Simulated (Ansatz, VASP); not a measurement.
# LiH in VASP and in Ansatz

File POSCAR:

```
LiH
1.0
    3.3475858822      0.0000000000      0.0000000000
   -1.6737929411      2.8990944154      0.0000000000
    0.0000000000      0.0000000000      4.0216139349
Li H
2 2
Direct
    0.3333333333      0.6666666667      0.2500000000
    0.6666666667      0.3333333333      0.7500000000
    0.6666666667      0.3333333333      0.2500000000
    0.3333333333      0.6666666667      0.7500000000
```

File INCAR.step1:

```
SYSTEM = LiH
PREC = Accurate
ENCUT = 520
EDIFF = 1E-5
ISMEAR = 0
SIGMA = 0.01
LREAL = .False.
LASPH = .True.
NELM = 80
ALGO = Normal
ISIF = 2
LWAVE = .True.
LCHARG = .False.
GGA = PE
NBANDS = 12
```

File INCAR.step2:

```
SYSTEM = LiH
PREC = Accurate
ENCUT = 520
EDIFF = 1E-6
ISMEAR = 0
SIGMA = 0.01
LREAL = .False.
LASPH = .True.
NELM = 80
ALGO = Normal
ISIF = 2
LWAVE = .False.
LCHARG = .False.
GGA = PE
LHFCALC = .True.
HFSCREEN = 0.2079
PRECFOCK = Normal
ISTART = 1
NBANDS = 12
```

File KPOINTS:

```
regular mesh
0
Gamma
  6 6 4
  0 0 0
```

Input for Ansatz:

```yaml
crystal:
  lattice:
    - [3.3475858822, 0.0, 0.0]
    - [-1.6737929411, 2.8990944154, 0.0]
    - [0.0, 0.0, 4.0216139349]
  atoms:
    - { symbol: Li, position: [0.3333333333, 0.6666666667, 0.25] }
    - { symbol: Li, position: [0.6666666667, 0.3333333333, 0.75] }
    - { symbol: H, position: [0.6666666667, 0.3333333333, 0.25] }
    - { symbol: H, position: [0.3333333333, 0.6666666667, 0.75] }
kpoints:
  mp_grid: { grid: [6, 6, 4] }
  band_path:
    path:
      - [0.0, 0.0, 0.0]
      - [0.5, 0.0, 0.0]
      - [0.3333333333, 0.3333333333, 0.0]
      - [0.0, 0.0, 0.5]
      - [0.5, 0.0, 0.5]
      - [0.3333333333, 0.3333333333, 0.5]
    npoints: 1
hamiltonian:
  xc: hse06
scf:
  occupations: { method: fixed }
  n_extra_bands: 5
output:
  forces: true
  stress: true
  eigenvalues: true
```

Change from the starting cell: epitaxial_xy strain +2.9%.

Alike in both runs: task single point; functional HSE06; k mesh 6 × 6 × 4; no spin polarisation.

|  | VASP | Ansatz |
| --- | --- | --- |
| version | VASP 6.6.1 | Ansatz 0.2.0 |
| potentials or method | VASP PAW PBE potentials, release 64 (Li_sv, H) | plane waves, PAW |
| plane-wave cutoff (eV) | 520 | 420 |
| occupations | gaussian, width 0.01 eV | fixed |
| valence electrons in the cell | 8 | 8 |

```csv
,VASP,Ansatz,Ansatz less VASP
gap on the k mesh at the Fermi level (eV),2.52,2.52,+0.003
```

Ansatz's warnings: stress exchange threshold loose, stress scf threshold loose.

Noted on VASP's run: the cutoff is short for stress, so the pressure is rough.
